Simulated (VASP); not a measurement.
# AgBr (Fm-3m) in VASP: a series of runs

The runs below take AgBr through single point, relaxation of cell and atoms, with PBE0, HSE06.

Everything below comes from runs of VASP 6.6.1. Logs are shortened: lines on timing, memory, paths and dates and some standing lists are left out, and cuts for length are marked.

## (1) The cell of the first run

Symmetry: Fm-3m, No. 225, cubic system. Conventional cell: a = 5.786 Å, b = 5.786 Å, c = 5.786 Å, α = 90.00°, β = 90.00°, γ = 90.00°. Ag (site symmetry m-3m) has 6 Br at 2.89 Å within 3.8 Å. Within 3.8 Å of Br (site symmetry m-3m) lie 6 Ag at 2.89 Å.

## (2) Single point, PBE0

POSCAR reads:

```
AgBr
1.0
    0.0000000000      2.8927622870      2.8927622870
    2.8927622870      0.0000000000      2.8927622870
    2.8927622870      2.8927622870      0.0000000000
Ag Br
1 1
Direct
    0.0000000000      0.0000000000      0.0000000000
    0.5000000000      0.5000000000      0.5000000000
```

INCAR.step1 reads:

```
PREC = Accurate ; ENCUT = 400
EDIFF = 1E-5 ; ISMEAR = 0
SIGMA = 0.01 ; LREAL = F
LASPH = T ; NELM = 120
ALGO = Normal ; ISIF = 2
LWAVE = T ; LCHARG = F
GGA = PE ; NBANDS = 16
GGA_COMPAT = F
```

INCAR.step2 reads:

```
PREC = Accurate ; ENCUT = 400
EDIFF = 1E-6 ; ISMEAR = 0
SIGMA = 0.01 ; LREAL = F
LASPH = T ; NELM = 120
ALGO = Normal ; ISIF = 2
LWAVE = F ; LCHARG = F
GGA = PE ; LHFCALC = T
AEXX = 0.25 ; PRECFOCK = Normal
ISTART = 1 ; NBANDS = 16
GGA_COMPAT = F
```

KPOINTS reads:

```
Automatic mesh
0
Gamma
  6 6 6
```

Potentials or basis: VASP PAW PBE potentials, release 64 (Ag, Br).

Started as:

```sh
$ cat potpaw_PBE.64/Ag/POTCAR potpaw_PBE.64/Br/POTCAR > POTCAR
$ cp INCAR.step1 INCAR
$ mpirun -np 1 vasp_std > vasp.out
$ cp INCAR.step2 INCAR
$ mpirun -np 1 vasp_std > vasp.out
```

OUTCAR:

```text
PREC = Accurate
   ENCUT = 400
   EDIFF = 1E-6
   ISMEAR = 0
   LREAL = F
   LASPH = T
   NELM = 120
   ISIF = 2
   GGA = PE
   LHFCALC = T
   AEXX = 0.25
   PRECFOCK = Normal
   ISTART = 1

 ion  position               nearest neighbor table
   1  0.000  0.000  0.000-   2 2.89   2 2.89   2 2.89   2 2.89   2 2.89   2 2.89
   2  0.500  0.500  0.500-   1 2.89   1 2.89   1 2.89   1 2.89   1 2.89   1 2.89

  LATTYP: Found a face centered cubic cell.
 ALAT       =     5.7855245740

  Lattice vectors:

 A1 = (   0.0000000000,   2.8927622870,   2.8927622870)
 A2 = (   2.8927622870,   0.0000000000,   2.8927622870)
 A3 = (   2.8927622870,   2.8927622870,   0.0000000000)

Analysis of symmetry for initial positions (statically):
=====================================================================
 Subroutine PRICEL returns:
 Original cell was already a primitive cell.

 Routine SETGRP: Setting up the symmetry group for a
 face centered cubic supercell.

 Subroutine GETGRP returns: Found 48 space group operations
 (whereof 48 operations were pure point group operations)
 out of a pool of 48 trial point group operations.

The static configuration has the point symmetry O_h .

Analysis of symmetry for dynamics (positions and initial velocities):
=====================================================================
 Subroutine PRICEL returns:
 Original cell was already a primitive cell.

 Routine SETGRP: Setting up the symmetry group for a
 face centered cubic supercell.

 Subroutine GETGRP returns: Found 48 space group operations
 (whereof 48 operations were pure point group operations)
 out of a pool of 48 trial point group operations.

The dynamic configuration has the point symmetry O_h .

 Subroutine INISYM returns: Found 48 space group operations
 (whereof 48 operations are pure point group operations),
 and found     1 'primitive' translations

----------------------------------------------------------------------------------------

                                     Primitive cell

  volume of cell :      48.4137

  direct lattice vectors                    reciprocal lattice vectors
     0.000000000  2.892762287  2.892762287    -0.172845174  0.172845174  0.172845174
     2.892762287  0.000000000  2.892762287     0.172845174 -0.172845174  0.172845174
     2.892762287  2.892762287  0.000000000     0.172845174  0.172845174 -0.172845174

  length of vectors
     4.090983659  4.090983659  4.090983659     0.299376623  0.299376623  0.299376623

  position of ions in fractional coordinates (direct lattice)
     0.000000000  0.000000000  0.000000000
     0.500000000  0.500000000  0.500000000

  ion indices of the primitive-cell ions
   primitive index   ion index
                 1           1
                 2           2

----------------------------------------------------------------------------------------

 KPOINTS: Automatic mesh

Automatic generation of k-mesh.
 Grid dimensions read from file:
 generate k-points for:    6    6    6

 Generating k-lattice:

  Cartesian coordinates                     Fractional coordinates (reciprocal lattice)
    -0.028807529  0.028807529  0.028807529     0.166666667  0.000000000  0.000000000
     0.028807529 -0.028807529  0.028807529     0.000000000  0.166666667  0.000000000
     0.028807529  0.028807529 -0.028807529     0.000000000  0.000000000  0.166666667

  Length of vectors
     0.049896104  0.049896104  0.049896104

  Shift w.r.t. Gamma in fractional coordinates (k-lattice)
     0.000000000  0.000000000  0.000000000

 Subroutine IBZKPT returns following result:
 ===========================================

 Found     16 irreducible k-points:

 Following reciprocal coordinates:
            Coordinates               Weight
  0.000000  0.000000  0.000000      1.000000
  0.166667  0.000000  0.000000      8.000000
  0.333333  0.000000  0.000000      8.000000
  0.500000  0.000000  0.000000      4.000000
  0.166667  0.166667  0.000000      6.000000
  0.333333  0.166667  0.000000     24.000000
[... 8 lines left out ...]
 -0.333333  0.333333  0.166667     24.000000
 -0.333333  0.500000  0.166667     12.000000
   k-points           NKPTS =     16   k-points in BZ     NKDIM =    216   number of bands    NBANDS=     16
   number of dos      NEDOS =    301   number of ions     NIONS =      2
   total plane-waves  NPLWV =  21952
   dimension x,y,z NGX =    28 NGY =   28 NGZ =   28
   dimension x,y,z NGXF=    56 NGYF=   56 NGZF=   56
   ions per type =               1   1
   NGX,Y,Z   is equivalent  to a cutoff of  11.38, 11.38, 11.38 a.u.
   NGXF,Y,Z  is equivalent  to a cutoff of  22.76, 22.76, 22.76 a.u.
 SYSTEM =  unknown system
   PREC   = accura    normal or accurate (medium, high low for compatibility)
   ISTART =      1    job   : 0-new  1-cont  2-samecut
   ICHARG =      0    charge: 1-file 2-atom 10-const
   ISPIN  =      1    spin polarized calculation?
   LNONCOLLINEAR =      F non collinear calculations
   LSORBIT =      F    spin-orbit coupling
   LASPH  =      T    aspherical Exc in radial PAW
   ENCUT  =  400.0 eV  29.40 Ry    5.42 a.u.   6.67  6.67  6.67*2*pi/ulx,y,z
   NELM   =    120;   NELMIN=  2; NELMDL=  0     # of ELM steps
   EDIFF  = 0.1E-05   stopping-criterion for ELM
   LREAL  =      F    real-space projection
   EDIFFG = 0.1E-04   stopping-criterion for IOM
   NSW    =      0    number of steps for IOM
   IBRION =     -1    ionic relax: 0-MD 1-quasi-New 2-CG
   NFREE  =      0    steps in history (QN), initial steepest desc. (CG)
   ISIF   =      2    stress and relaxation
   ISYM   =      3    0-nonsym 1-usesym 2-fastsym
   POTIM  = 0.5000    time-step for ionic-motion
   TEBEG  =    0.0;   TEEND  =   0.0 temperature during run
   PSTRESS=    0.0 pullay stress
   NELECT =      18.0000    total number of electrons
   NUPDOWN=      -1.0000    fix difference up-down
   EMIN   =  10.00;   EMAX   =-10.00  energy-range for DOS
   EFERMI =   0.00;   METHOD = LEGACY
   ISMEAR =     0;   SIGMA  =   0.01  broadening in eV -4-tet -1-fermi 0-gaus
   EFERMI_NEDOS =   21; number of points for ismear=-14 and -15
   IALGO  =     38    algorithm
   IMIX   =      1    mixing-type and parameters
     AMIX     =   0.40;   BMIX     =  1.00
     AMIX_MAG =   1.60;   BMIX_MAG =  1.00
  volume/ion in A,a.u.               =      24.21       163.36
  Fermi-wavevector in a.u.,A,eV,Ry     =   1.177180  2.224548 18.854315  1.385753
  Thomas-Fermi vector in A             =   2.313531
   LORBIT       =      0    0 simple, 1 ext, 2 COOP (PROOUT), +10 PAW based schemes
   GGA     = PE    functional components
   LHFCALC =     T    Hartree Fock is set to
   PRECFOCK=normal    Normal, Fast or Accurate (Low or Medium for compatibility)
   ENCUT4O =  -1.0   cutoff for four orbital integrals eV
   NKREDX  =     1    reduce k-point grid by
   NKREDY  =     1    reduce k-point grid by
   NKREDZ  =     1    reduce k-point grid by
   AEXX    =    0.2500 exact exchange contribution
   HFSCREEN=    0.0000 screening length (either q_TF or 0.3 A-1)
   HFSCREENC=   0.0000 screening length for correlation (either q_TF or 0.3 A-1)
   ENCUTFOCK=  -1.0 apply spherical cutoff to Coloumb kernel
   IVDW    =     0    specifies the selected vdW correction
   LEPSILON=     F    determine dielectric tensor
   LRPA    =     F    only Hartree local field effects (RPA)
 non-spin polarized calculation
 Gauss-broadening in eV      SIGMA  =   0.01
  energy-cutoff  :      400.00
  volume of cell :       48.41
 maximum number of plane-waves:       899
  NGX = 24; NGY = 24; NGZ = 24

 number of electron      17.9999992 magnetization

 Free energy of the ion-electron system (eV)
  ---------------------------------------------------
  ext. energy  EPLUGINS =         0.00000000
  ---------------------------------------------------
  free energy    TOTEN  =        -6.65151977 eV

  energy without entropy =       -6.65151977  energy(sigma->0) =       -6.65151977

 E-fermi :   2.1545     XC(G=0):  -7.6683

 val. band max:        2.0445054481   @ k =   0.5000   0.0000   0.0000
 cond. band min:       4.7270528569   @ k =   0.0000   0.0000   0.0000
 fundamental gap:      2.6825474088
 Fermi energy:         2.1545008072

 k-point     1 :       0.0000    0.0000    0.0000
  band No.  band energies     occupation
      1     -13.9593      2.00000
      2      -1.2529      2.00000
      3      -1.2529      2.00000
      4      -1.2193      2.00000
      5      -1.2193      2.00000
      6      -1.2193      2.00000
[... 8 lines left out ...]
     15      16.2972      0.00000
     16      16.2972      0.00000

 k-point     2 :       0.1667    0.0000    0.0000
  band No.  band energies     occupation
      1     -13.8502      2.00000
      2      -1.7099      2.00000
      3      -1.7099      2.00000
      4      -1.6004      2.00000
      5      -1.1520      2.00000
      6      -1.1520      2.00000
[... 8 lines left out ...]
     15      15.2541      0.00000
     16      15.5544      0.00000

 k-point     3 :       0.3333    0.0000    0.0000
  band No.  band energies     occupation
      1     -13.6169      2.00000
      2      -2.7524      2.00000
      3      -2.2688      2.00000
      4      -2.2688      2.00000
      5      -1.0067      2.00000
      6      -1.0067      2.00000
[... 8 lines left out ...]
     15      16.3612      0.00000
     16      16.3612      0.00000

 k-point     4 :       0.5000    0.0000    0.0000
  band No.  band energies     occupation
      1     -13.4916      2.00000
      2      -3.2896      2.00000
      3      -2.4790      2.00000
      4      -2.4790      2.00000
      5      -0.9321      2.00000
      6      -0.9321      2.00000
[... 8 lines left out ...]
     15      17.6157      0.00000
     16      17.6157      0.00000

 k-point     5 :       0.1667    0.1667    0.0000
  band No.  band energies     occupation
      1     -13.8201      2.00000
      2      -2.2025      2.00000
      3      -1.2978      2.00000
      4      -1.2978      2.00000
      5      -1.2817      2.00000
      6      -1.2161      2.00000
[... 8 lines left out ...]
     15      17.6241      0.00000
     16      18.0567      0.00000

 k-point     6 :       0.3333    0.1667    0.0000
  band No.  band energies     occupation
      1     -13.6414      2.00000
      2      -2.6721      2.00000
      3      -1.8488      2.00000
      4      -1.8238      2.00000
      5      -1.1520      2.00000
      6      -0.9949      2.00000
[... 8 lines left out ...]
     15      17.5775      0.00000
     16      17.6314      0.00000
[... 115 lines left out ...]
 k-point    13 :       0.5000    0.5000    0.0000
  band No.  band energies     occupation
      1     -13.4603      2.00000
      2      -2.1918      2.00000
      3      -1.4679      2.00000
      4      -1.1038      2.00000
      5      -0.8329      2.00000
      6      -0.8329      2.00000
[... 8 lines left out ...]
     15      19.3290      0.00000
     16      19.3290      0.00000

 k-point    14 :       0.5000    0.3333    0.1667
  band No.  band energies     occupation
      1     -13.5106      2.00000
      2      -2.7299      2.00000
      3      -2.2235      2.00000
      4      -1.7848      2.00000
      5      -1.0147      2.00000
      6      -0.9379      2.00000
[... 8 lines left out ...]
     15      18.2569      0.00000
     16      19.5822      0.00000

 k-point    15 :      -0.3333    0.3333    0.1667
  band No.  band energies     occupation
      1     -13.4433      2.00000
      2      -2.6137      2.00000
      3      -2.2102      2.00000
      4      -2.1722      2.00000
      5      -0.9751      2.00000
      6      -0.9036      2.00000
[... 8 lines left out ...]
     15      17.1903      0.00000
     16      19.1044      0.00000

 k-point    16 :      -0.3333    0.5000    0.1667
  band No.  band energies     occupation
      1     -13.4354      2.00000
      2      -2.1907      2.00000
      3      -2.1240      2.00000
      4      -1.8041      2.00000
      5      -0.8411      2.00000
      6      -0.8326      2.00000
[... 8 lines left out ...]
     15      18.0643      0.00000
     16      19.3023      0.00000

------------------------ aborting loop because EDIFF is reached ----------------------------------------

  FORCE on cell =-STRESS in cart. coord.  units (eV):
  Direction    XX          YY          ZZ          XY          YZ          ZX
  --------------------------------------------------------------------------------------
  -------------------------------------------------------------------------------------
  Total        0.1545918      0.1545918      0.1545918      0.0000000     -0.0000000      0.0000000
  in kB        5.1159805      5.1159805      5.1159805      0.0000000     -0.0000000      0.0000000
  external PRESSURE =       5.1159805 kB  Pullay stress =       0.0000000 kB

 VOLUME and BASIS-vectors are now :
 -----------------------------------------------------------------------------
  energy-cutoff  :      400.00
  volume of cell :       48.41
      direct lattice vectors                 reciprocal lattice vectors
     0.000000000  2.892762287  2.892762287    -0.172845174  0.172845174  0.172845174
     2.892762287  0.000000000  2.892762287     0.172845174 -0.172845174  0.172845174
     2.892762287  2.892762287  0.000000000     0.172845174  0.172845174 -0.172845174

 POSITION                                       TOTAL-FORCE (eV/Angst)
 -----------------------------------------------------------------------------------
      0.00000      0.00000      0.00000        -0.000000     -0.000000     -0.000000
      2.89276      2.89276      2.89276         0.000000      0.000000      0.000000
 -----------------------------------------------------------------------------------
    total drift:                                0.000000      0.000000      0.000000

  FREE ENERGIE OF THE ION-ELECTRON SYSTEM (eV)
  ---------------------------------------------------
  free  energy   TOTEN  =        -6.6515197750 eV

  energy  without entropy=       -6.6515197750  energy(sigma->0) =       -6.65151977
```

Run time: 62 min. Hardware: 1 thread of AMD EPYC 7R43 (Zen 3), shared host; peak memory 0.15 GiB.

Results:

```
Free energy            : -6.6515 eV
Pressure               : 0.5 GPa
Band gap on the k mesh : 2.68 eV (least direct gap 4.44 eV)
```

Caveat: the PAW data sets were made with another functional, which shifts forces and pressure a little. A k mesh can miss the band edges.

## (3) Relaxation of cell and atoms, HSE06

POSCAR is that of step 2.

INCAR.step1 reads:

```
SYSTEM = AgBr
ALGO     = Normal         ! electronic algorithm
EDIFF    = 1E-5           ! SCF threshold, eV
EDIFFG   = -0.005         ! ionic threshold
ENCUT    = 500            ! plane-wave cutoff, eV
GGA      = PE             ! functional
GGA_COMPAT= .FALSE.      
IBRION   = 2              ! ionic algorithm
ISIF     = 3              ! what is computed and relaxed
ISMEAR   = -1             ! smearing method
KPAR     = 4            
LASPH    = .TRUE.         ! aspherical terms in the spheres
LCHARG   = .FALSE.        ! write CHGCAR
LREAL    = .FALSE.        ! projectors in reciprocal space
LWAVE    = .TRUE.         ! write WAVECAR
NBANDS   = 16             ! bands
NELM     = 120            ! most SCF steps
NELMIN   = 4            
NSW      = 100            ! ionic steps
PREC     = Accurate       ! precision mode
SIGMA    = 0.02           ! smearing width, eV
```

INCAR.step2 reads:

```
SYSTEM = AgBr
ALGO     = Normal         ! electronic algorithm
EDIFF    = 1E-7           ! SCF threshold, eV
EDIFFG   = -0.005         ! ionic threshold
ENCUT    = 500            ! plane-wave cutoff, eV
GGA      = PE             ! functional
GGA_COMPAT= .FALSE.      
HFSCREEN = 0.2079         ! screening, 1/A
IBRION   = 2              ! ionic algorithm
ISIF     = 3              ! what is computed and relaxed
ISMEAR   = -1             ! smearing method
ISTART   = 1            
KPAR     = 4            
LASPH    = .TRUE.         ! aspherical terms in the spheres
LCHARG   = .FALSE.        ! write CHGCAR
LHFCALC  = .TRUE.         ! exact exchange
LREAL    = .FALSE.        ! projectors in reciprocal space
LWAVE    = .FALSE.        ! write WAVECAR
NELM     = 120            ! most SCF steps
NELMIN   = 4            
NSW      = 80             ! ionic steps
PREC     = Accurate       ! precision mode
PRECFOCK = Normal       
SIGMA    = 0.02           ! smearing width, eV
```

KPOINTS reads:

```
k-points
0
G
  6 6 6
  0 0 0
```

Potentials or basis: VASP PAW PBE potentials, release 64 (Ag, Br).

Started as:

```sh
$ cat potpaw_PBE.64/Ag/POTCAR potpaw_PBE.64/Br/POTCAR > POTCAR
$ cp INCAR.step1 INCAR
$ mpirun -np 4 vasp_std > vasp.out
$ cp INCAR.step2 INCAR
$ mpirun -np 4 vasp_std > vasp.out
```

It took 22 min on 4 MPI ranks of Intel Xeon Platinum 8488C (Sapphire Rapids), shared host; peak memory 0.28 GiB.

Results (log left out):

| Quantity | Value |
| --- | --- |
| Free energy | -6.1036 eV |
| Relaxed volume | 24.75 Å³/atom |
| Relaxed cell | a = 4.121 Å, b = 4.121 Å, c = 4.121 Å, α = 60.00°, β = 60.00°, γ = 60.00° |
| Space group after relaxing (to 0.1 Å) | Fm-3m (No. 225) |
| Energy gained by relaxing | 1.5 meV/atom |
| Ionic steps | 3 |
| Pressure after relaxing | 0.0 GPa |
| Band gap on the k mesh | 2.02 eV (least direct gap 3.69 eV) |

Step by step:
```csv
step,energy change (eV),largest force (eV/Å),pressure (GPa),volume (Å³)
1,0.0000,0.0000,0.90,48.41
2,-0.0029,0.0000,0.09,49.38
3,-0.0030,0.0000,0.00,49.50
```

Final structure:
```
CELL_PARAMETERS angstrom
0.00000 2.91419 2.91419
2.91419 0.00000 2.91419
2.91419 2.91419 0.00000
ATOMIC_POSITIONS crystal
Ag 0.00000 0.00000 0.00000
Br 0.50000 0.50000 0.50000
```

Levels at points of the mesh, in eV from the valence-band top:
```tsv
k point	band 7	band 8	band 9	band 10	band 11	band 12
(0.00, 0.00, 0.00)	-1.67	-1.67	-1.67	2.02	11.31	11.31
(0.50, 0.00, 0.00)	-2.40	0.00	0.00	5.09	8.11	8.27
(0.50, 0.50, 0.00)	-2.70	-2.57	-2.57	3.13	8.33	10.43
```

Caveat: the PAW data sets were made with another functional, which shifts forces and pressure a little. A k mesh can miss the band edges.

(Continued in part 2 of 2.)
